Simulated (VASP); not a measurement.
A run of VASP 6.6.1 is set up as follows.

File INCAR:

```
ALGO = Normal ; EDIFF = 1E-7
ENCUT = 520 ; GGA = PE
ISIF = 2 ; ISMEAR = 0
ISPIN = 2 ; LASPH = True
LCHARG = False ; LMAXMIX = 4
LORBIT = 11 ; LREAL = False
LWAVE = False ; MAGMOM = 0 0 0 1 0 0 0 0
NBANDS = 45 ; NELM = 150
PREC = Accurate ; SIGMA = 0.1
```

Contents of KPOINTS:

```
k-points
0
Gamma
  6 6 2
```

Contents of POSCAR:

```
Hf3TiN4
1.0
    3.1759716593      0.0000000000      0.0000000000
    0.0000000000      3.1759716593      0.0000000000
    0.0000000000      0.0000000000      8.9913276577
Hf Ti N
3 1 4
Direct
    0.5000000000      0.5000000000      0.2393871504
    0.0000000000      0.0000000000      0.5000000000
    0.5000000000      0.5000000000      0.7606128496
    0.0000000000      0.0000000000      0.0000000000
    0.0000000000      0.0000000000      0.2464712193
    0.5000000000      0.5000000000      0.5000000000
    0.0000000000      0.0000000000      0.7535287807
    0.5000000000      0.5000000000      0.0000000000
```

Potentials or basis: VASP PAW PBE potentials, release 64 (Hf_pv, Ti_sv, N).

Command:

```console
$ cat potpaw_PBE.64/Hf_pv/POTCAR potpaw_PBE.64/Ti_sv/POTCAR potpaw_PBE.64/N/POTCAR > POTCAR
$ mpirun -np 1 vasp_std > vasp.out
```

(1) What does it give for the band gap on the k mesh?

(2) Estimate the net moment.

(3) Estimate the largest force.

(4) Estimate the pressure.

## Answers

(1) zero (filled and empty bands overlap).

(2) 0.00 μB per cell.

(3) 0.070 eV/Å.

(4) -2.1 GPa.

Caveat: spin-orbit coupling is left out, which moves the levels of the heavy elements.
